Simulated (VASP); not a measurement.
# ScW2 (R-3m) in VASP: a series of runs

The runs below take ScW2 through single point, with PBE.

Program: VASP 6.6.1. These are calculated values, not measurements. Logs are shortened: lines on timing, memory, paths and dates and some standing lists are left out, and cuts for length are marked.

**1. The cell of the first run**

Symmetry: R-3m, No. 166, trigonal system. Conventional cell: a = 3.437 Å, b = 3.437 Å, c = 15.572 Å, α = 90.00°, β = 90.00°, γ = 120.00°. Sc (site symmetry -3m) has 6 W at 2.37 Å within 3.1 Å. W (site symmetry 3m) has 3 Sc at 2.37 Å within 3.1 Å.

**2. Single point, PBE**

INCAR

```
ALGO = Fast ; EDIFF = 1E-6
ENCUT = 520 ; GGA = PE
ISIF = 2 ; ISMEAR = 0
LASPH = True ; LCHARG = False
LREAL = False ; LWAVE = False
NBANDS = 26 ; NELM = 60
PREC = Accurate ; SIGMA = 0.1
```

KPOINTS

```
k-points
0
Gamma
  6 6 6
```

POSCAR

```
ScW2
1.0
    1.7185848621      0.9922254328      5.1905659197
   -1.7185848621      0.9922254328      5.1905659197
    0.0000000000     -1.9844508655      5.1905659197
Sc W
1 2
Direct
    0.0000000000      0.0000000000      0.0000000000
    0.7500000000      0.7500000000      0.7500000000
    0.2500000000      0.2500000000      0.2500000000
```

Potentials or basis: VASP PAW PBE potentials, release 64 (Sc_sv, W_sv).

The run is started by

```sh
$ cat potpaw_PBE.64/Sc_sv/POTCAR potpaw_PBE.64/W_sv/POTCAR > POTCAR
$ mpirun -np 1 vasp_std > vasp.out
```

OUTCAR:

```text
EDIFF = 1E-6
   ENCUT = 520
   GGA = PE
   ISIF = 2
   ISMEAR = 0
   LASPH = True
   LREAL = False
   NELM = 60
   PREC = Accurate

 ion  position               nearest neighbor table
   1  0.000  0.000  0.000-   2 2.37   3 2.37   2 2.37   2 2.37   3 2.37   3 2.37
   2  0.750  0.750  0.750-   1 2.37   1 2.37   1 2.37   3 3.27   3 3.27   3 3.27   3 3.27   3 3.27
                             3 3.27
   3  0.250  0.250  0.250-   1 2.37   1 2.37   1 2.37   2 3.27   2 3.27   2 3.27   2 3.27   2 3.27
                             2 3.27

  LATTYP: Found a trigonal (rhomboedric) cell.
 ALAT       =     5.5569793777
 COS(alpha) =     0.8087090652

  Lattice vectors:

 A1 = (   1.7185848621,   0.9922254328,   5.1905659197)
 A2 = (  -1.7185848621,   0.9922254328,   5.1905659197)
 A3 = (   0.0000000000,  -1.9844508655,   5.1905659197)

Analysis of symmetry for initial positions (statically):
=====================================================================
 Subroutine PRICEL returns:
 Original cell was already a primitive cell.

 Routine SETGRP: Setting up the symmetry group for a
 trigonal (rhombohedral) supercell.

 Subroutine GETGRP returns: Found 12 space group operations
 (whereof 12 operations were pure point group operations)
 out of a pool of 12 trial point group operations.

The static configuration has the point symmetry D_3d.

Analysis of symmetry for dynamics (positions and initial velocities):
=====================================================================
 Subroutine PRICEL returns:
 Original cell was already a primitive cell.

 Routine SETGRP: Setting up the symmetry group for a
 trigonal (rhombohedral) supercell.

 Subroutine GETGRP returns: Found 12 space group operations
 (whereof 12 operations were pure point group operations)
 out of a pool of 12 trial point group operations.

The dynamic configuration has the point symmetry D_3d.

 Subroutine INISYM returns: Found 12 space group operations
 (whereof 12 operations are pure point group operations),
 and found     1 'primitive' translations

----------------------------------------------------------------------------------------

                                     Primitive cell

  volume of cell :      53.1065

  direct lattice vectors                    reciprocal lattice vectors
     1.718584862  0.992225433  5.190565920     0.290937044  0.167972581  0.064219073
    -1.718584862  0.992225433  5.190565920    -0.290937044  0.167972581  0.064219073
     0.000000000 -1.984450865  5.190565920     0.000000000 -0.335945162  0.064219073

  length of vectors
     5.556979378  5.556979378  5.556979378     0.342028129  0.342028129  0.342028129

  position of ions in fractional coordinates (direct lattice)
     0.000000000  0.000000000  0.000000000
     0.750000000  0.750000000  0.750000000
     0.250000000  0.250000000  0.250000000

  ion indices of the primitive-cell ions
   primitive index   ion index
                 1           1
                 2           2
                 3           3

----------------------------------------------------------------------------------------

 KPOINTS: k-points

Automatic generation of k-mesh.
 Grid dimensions read from file:
 generate k-points for:    6    6    6

 Generating k-lattice:

  Cartesian coordinates                     Fractional coordinates (reciprocal lattice)
     0.048489507  0.027995430  0.010703179     0.166666667 -0.000000000  0.000000000
    -0.048489507  0.027995430  0.010703179    -0.000000000  0.166666667  0.000000000
     0.000000000 -0.055990860  0.010703179     0.000000000  0.000000000  0.166666667

  Length of vectors
     0.057004688  0.057004688  0.057004688

  Shift w.r.t. Gamma in fractional coordinates (k-lattice)
     0.000000000  0.000000000  0.000000000

 Subroutine IBZKPT returns following result:
 ===========================================

 Found     32 irreducible k-points:

 Following reciprocal coordinates:
            Coordinates               Weight
  0.000000  0.000000  0.000000      1.000000
  0.166667  0.000000  0.000000      6.000000
  0.333333  0.000000  0.000000      6.000000
  0.500000  0.000000  0.000000      3.000000
  0.166667  0.166667  0.000000      6.000000
  0.333333  0.166667  0.000000     12.000000
[... 16 lines left out ...]
  0.500000  0.500000  0.166667      6.000000
 -0.333333  0.500000  0.166667     12.000000
 [... further k-points ...]
   k-points           NKPTS =     32   k-points in BZ     NKDIM =     32   number of bands    NBANDS=     26
   number of dos      NEDOS =    301   number of ions     NIONS =      3
   total plane-waves  NPLWV =  74088
   dimension x,y,z NGX =    42 NGY =   42 NGZ =   42
   dimension x,y,z NGXF=    84 NGYF=   84 NGZF=   84
   ions per type =               1   2
   NGX,Y,Z   is equivalent  to a cutoff of  12.56, 12.56, 12.56 a.u.
   NGXF,Y,Z  is equivalent  to a cutoff of  25.13, 25.13, 25.13 a.u.
 SYSTEM =  unknown system
   PREC   = accura    normal or accurate (medium, high low for compatibility)
   ISTART =      0    job   : 0-new  1-cont  2-samecut
   ICHARG =      2    charge: 1-file 2-atom 10-const
   ISPIN  =      1    spin polarized calculation?
   LNONCOLLINEAR =      F non collinear calculations
   LSORBIT =      F    spin-orbit coupling
   LASPH  =      T    aspherical Exc in radial PAW
   ENCUT  =  520.0 eV  38.22 Ry    6.18 a.u.  10.33 10.33 10.33*2*pi/ulx,y,z
   NELM   =     60;   NELMIN=  2; NELMDL= -5     # of ELM steps
   EDIFF  = 0.1E-05   stopping-criterion for ELM
   LREAL  =      F    real-space projection
   EDIFFG = 0.1E-04   stopping-criterion for IOM
   NSW    =      0    number of steps for IOM
   IBRION =     -1    ionic relax: 0-MD 1-quasi-New 2-CG
   NFREE  =      0    steps in history (QN), initial steepest desc. (CG)
   ISIF   =      2    stress and relaxation
   ISYM   =      2    0-nonsym 1-usesym 2-fastsym
   POTIM  = 0.5000    time-step for ionic-motion
   TEBEG  =    0.0;   TEEND  =   0.0 temperature during run
   PSTRESS=    0.0 pullay stress
   NELECT =      39.0000    total number of electrons
   NUPDOWN=      -1.0000    fix difference up-down
   EMIN   =  10.00;   EMAX   =-10.00  energy-range for DOS
   EFERMI =   0.00;   METHOD = LEGACY
   ISMEAR =     0;   SIGMA  =   0.10  broadening in eV -4-tet -1-fermi 0-gaus
   EFERMI_NEDOS =   21; number of points for ismear=-14 and -15
   IALGO  =     68    algorithm
   IMIX   =      4    mixing-type and parameters
     AMIX     =   0.40;   BMIX     =  1.00
     AMIX_MAG =   1.60;   BMIX_MAG =  1.00
  volume/ion in A,a.u.               =      17.70       119.46
  Fermi-wavevector in a.u.,A,eV,Ry     =   1.477000  2.791126 29.681518  2.181530
  Thomas-Fermi vector in A             =   2.591458
   LORBIT       =      0    0 simple, 1 ext, 2 COOP (PROOUT), +10 PAW based schemes
   GGA     = PE    functional components
   LHFCALC =     F    Hartree Fock is set to
   AEXX    =    0.0000 exact exchange contribution
   IVDW    =     0    specifies the selected vdW correction
   LEPSILON=     F    determine dielectric tensor
   LRPA    =     F    only Hartree local field effects (RPA)
 non-spin polarized calculation
 RMM-DIIS sequential band-by-band and
 Gauss-broadening in eV      SIGMA  =   0.10
  energy-cutoff  :      520.00
  volume of cell :       53.11
 maximum number of plane-waves:      1445
 NGX is ok and might be reduce to    42
   NGX = 21   NGY = 21   NGZ = 21

 number of electron      39.0000002 magnetization

 Free energy of the ion-electron system (eV)
  ---------------------------------------------------
  ext. energy  EPLUGINS =         0.00000000
  ---------------------------------------------------
  free energy    TOTEN  =       -23.22777140 eV

  energy without entropy =      -23.20880014  energy(sigma->0) =      -23.21828577

 E-fermi :   7.8447     XC(G=0): -12.2584

 val. band max:        7.8063431047   @ k =   0.1667   0.1667   0.0000
 cond. band min:       7.8536142854   @ k =  -0.1667   0.3333   0.1667
 fundamental gap:      0.0472711807
 Fermi energy:         7.8447378691

 k-point     1 :       0.0000    0.0000    0.0000
  band No.  band energies     occupation
      1     -65.9899      2.00000
      2     -65.9700      2.00000
      3     -39.2622      2.00000
      4     -30.3307      2.00000
      5     -30.2183      2.00000
      6     -30.2183      2.00000
[... 18 lines left out ...]
     25      13.1666      0.00000
     26      13.4547      0.00000

 k-point     2 :       0.1667    0.0000    0.0000
  band No.  band energies     occupation
      1     -65.9868      2.00000
      2     -65.9698      2.00000
      3     -39.2618      2.00000
      4     -30.3619      2.00000
      5     -30.2592      2.00000
      6     -30.2324      2.00000
[... 18 lines left out ...]
     25      11.8999      0.00000
     26      13.8322      0.00000

 k-point     3 :       0.3333    0.0000    0.0000
  band No.  band energies     occupation
      1     -65.9797      2.00000
      2     -65.9702      2.00000
      3     -39.2612      2.00000
      4     -30.3815      2.00000
      5     -30.3224      2.00000
      6     -30.2597      2.00000
[... 18 lines left out ...]
     25      12.7809      0.00000
     26      12.8361      0.00000

 k-point     4 :       0.5000    0.0000    0.0000
  band No.  band energies     occupation
      1     -65.9735      2.00000
      2     -65.9731      2.00000
      3     -39.2610      2.00000
      4     -30.3854      2.00000
      5     -30.3180      2.00000
      6     -30.2750      2.00000
[... 18 lines left out ...]
     25      11.1403      0.00000
     26      11.2283      0.00000
[... 496 lines left out ...]
      1     -65.9762      2.00000
      2     -65.9704      2.00000
      3     -39.2609      2.00000
      4     -30.4223      2.00000
      5     -30.3352      2.00000
      6     -30.3050      2.00000
[... 18 lines left out ...]
     25      10.9119      0.00000
     26      12.5020      0.00000

 k-point    23 :       0.5000    0.5000    0.1667
  band No.  band energies     occupation
      1     -65.9776      2.00000
      2     -65.9723      2.00000
      3     -39.2616      2.00000
      4     -30.4136      2.00000
      5     -30.2882      2.00000
      6     -30.2518      2.00000
[... 18 lines left out ...]
     25      11.6579      0.00000
     26      12.7288      0.00000

 k-point    24 :      -0.3333    0.5000    0.1667
  band No.  band energies     occupation
      1     -65.9747      2.00000
      2     -65.9719      2.00000
      3     -39.2612      2.00000
      4     -30.4245      2.00000
      5     -30.3482      2.00000
      6     -30.2592      2.00000
[... 18 lines left out ...]
     25      11.5702      0.00000
     26      12.5724      0.00000

 [... further k-points ...]
[... 5 lines left out ...]
  --------------------------------------------------------------------------------------
  -------------------------------------------------------------------------------------
  Total        9.1759012      9.1759012      5.1593580      0.0000000      0.0000000      0.0000000
  in kB      276.8292748    276.8292748    155.6535201      0.0000000      0.0000000      0.0000000
  external PRESSURE =     236.4373566 kB  Pullay stress =       0.0000000 kB

 VOLUME and BASIS-vectors are now :
 -----------------------------------------------------------------------------
  energy-cutoff  :      520.00
  volume of cell :       53.11
      direct lattice vectors                 reciprocal lattice vectors
     1.718584862  0.992225433  5.190565920     0.290937044  0.167972581  0.064219073
    -1.718584862  0.992225433  5.190565920    -0.290937044  0.167972581  0.064219073
     0.000000000 -1.984450865  5.190565920     0.000000000 -0.335945162  0.064219073

 POSITION                                       TOTAL-FORCE (eV/Angst)
 -----------------------------------------------------------------------------------
      0.00000      0.00000      0.00000         0.000000     -0.000000     -0.000000
      0.00000      0.00000     11.67877         0.000000      0.000000      6.051818
      0.00000      0.00000      3.89292         0.000000     -0.000000     -6.051818
 -----------------------------------------------------------------------------------
    total drift:                                0.000000      0.000000     -0.000000

  FREE ENERGIE OF THE ION-ELECTRON SYSTEM (eV)
  ---------------------------------------------------
  free  energy   TOTEN  =       -23.2277714044 eV

  energy  without entropy=      -23.2088001449  energy(sigma->0) =      -23.21828577
```

Run time: 2.7 min. Hardware: 1 thread of Intel Xeon Platinum 8259CL at 2.50GHz (Skylake/Cascade Lake), shared host; peak memory 0.27 GiB.

Results:

| Property | Result |
| --- | --- |
| Free energy | -23.2278 eV |
| Pressure | 23.6 GPa |
| Largest force | 6.052 eV/Å |
| Band gap on the k mesh | zero (an odd number of electrons rules out a gap without spin polarisation) |

Forces on the atoms (eV/Å):
```
Sc   0.000  0.000  0.000
W    0.000  0.000  6.052
W    0.000  0.000 -6.052
```

Stress tensor (GPa, compression positive):
```
27.68  0.00  0.00
 0.00 27.68  0.00
 0.00  0.00 15.57
```

Caveat: the stress differs along the axes, from 16 to 28 GPa; spin-orbit coupling is left out, which moves the levels of the heavy elements; forces of over 1 eV/Å act on the atoms, so gaps and moduli don't describe the material at rest.

**3. Single point, PBE**

This run uses another cell than the first one, of 18.55 Å³/atom.

INCAR

```
PREC = Accurate
ENCUT = 520
EDIFF = 1E-6
ISMEAR = 0
SIGMA = 0.1
LREAL = F
LASPH = T
NELM = 60
ALGO = Fast
ISIF = 2
LWAVE = F
LCHARG = F
GGA = PE
NBANDS = 26
```

KPOINTS

```
Automatic mesh
0
Gamma
  6 6 6
```

POSCAR

```
ScW2
1.0
    1.5470389532      0.8931833561      6.7126912331
   -1.5470389532      0.8931833561      6.7126912331
    0.0000000000     -1.7863667122      6.7126912331
Sc W
1 2
Direct
    0.0000000000      0.0000000000      0.0000000000
    0.7870310343      0.7870310343      0.7870310343
    0.2129689657      0.2129689657      0.2129689657
```

Potentials or basis: VASP PAW PBE potentials, release 64 (Sc_sv, W_sv).

The run is started by

```sh
$ cat potpaw_PBE.64/Sc_sv/POTCAR potpaw_PBE.64/W_sv/POTCAR > POTCAR
$ mpirun -np 1 vasp_std > vasp.out
```

It took 5.6 min on 1 thread of Intel Xeon Platinum 8259CL at 2.50GHz (Skylake/Cascade Lake), shared host; peak memory 0.4 GiB.

The run converged. Its results:

```
Free energy            : -30.5162 eV
Pressure               : 0.5 GPa
Largest force          : 0.053 eV/Å
Band gap on the k mesh : zero (an odd number of electrons rules out a gap without spin polarisation)
```

Forces in eV/Å, atoms in the order of the input:
```
Sc   0.000  0.000  0.000
W    0.000  0.000 -0.053
W    0.000  0.000  0.053
```

Stress tensor (GPa, compression positive):
```
0.40 0.00 0.00
0.00 0.40 0.00
0.00 0.00 0.59
```

Levels at points of the mesh, in eV from the Fermi level:
```
           k point  band 17  band 18  band 19  band 20  band 21  band 22
(0.00, 0.00, 0.00)    -1.32    -1.27    -1.27    -1.15     1.40     1.47
(0.50, 0.00, 0.00)    -1.30    -1.08    -1.07     1.08     1.67     1.90
(0.50, 0.50, 0.00)    -1.12    -0.87    -0.81     0.63     1.02     1.54
(0.50, 0.50, 0.50)    -1.36    -1.25    -1.25     0.37     0.79     1.72
```

Caveat: the k points lie up to 0.39 Å⁻¹ apart, too coarse for converged energies and pressures of a metal; spin-orbit coupling is left out, which moves the levels of the heavy elements.

The gap in the log of VASP goes by the Fermi energy; the results here count the filled bands.